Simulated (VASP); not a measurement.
The system is GaF.

```
Ga F
1.0
     3.16592    0.00000    0.00000
     0.00000    3.16592    0.00000
     0.00000    0.00000    3.16592
Ga F
1 1
Direct
  0.00000 0.00000 0.00000
  0.50000 0.50000 0.50000
```

```yaml
Program: VASP 6.6.1
Task: relaxation of cell and atoms
Functional: HF
Potentials_or_basis: VASP PAW PBE potentials, release 64 (Ga_d, F)
Cutoff: 600 eV
k_mesh: 4 × 4 × 4
Occupations: fermi-dirac, width 0.05 eV
Spin: no spin polarisation
```

At the start: pressure 7.0 GPa; volume 15.87 Å³/atom.

**Question.** How do energy, volume and symmetry change on relaxing?

**Answer.** Over 4 steps the energy falls by 52.7 meV/atom and the volume is 18.68 Å³/atom (+17.7 %); space group Pm-3m (No. 221, to 0.1 Å) before and after.

Step by step:
| step | energy change (eV) | largest force (eV/Å) | pressure (GPa) | volume (Å³) |
| --- | --- | --- | --- | --- |
| 1 | 0.0000 | 0.0000 | 6.98 | 31.73 |
| 2 | -0.0905 | 0.0000 | 2.20 | 35.01 |
| 3 | -0.1050 | 0.0000 | -0.31 | 37.72 |
| 4 | -0.1054 | 0.0000 | 0.03 | 37.35 |

Final structure:
```yaml
crystal:
  lattice:
    - [3.34276, 0.00000, 0.00000]
    - [0.00000, 3.34276, 0.00000]
    - [0.00000, 0.00000, 3.34276]
  atoms:
    - { symbol: Ga, position: [0.00000, 0.00000, 0.00000] }
    - { symbol: F, position: [0.50000, 0.50000, 0.50000] }
```

Caveat: the k points lie up to 0.47 Å⁻¹ apart in the final cell; the volume moved by over 15 % at a fixed basis, so the end points are rough; the PAW data sets were made with another functional, which shifts forces and pressure a little.
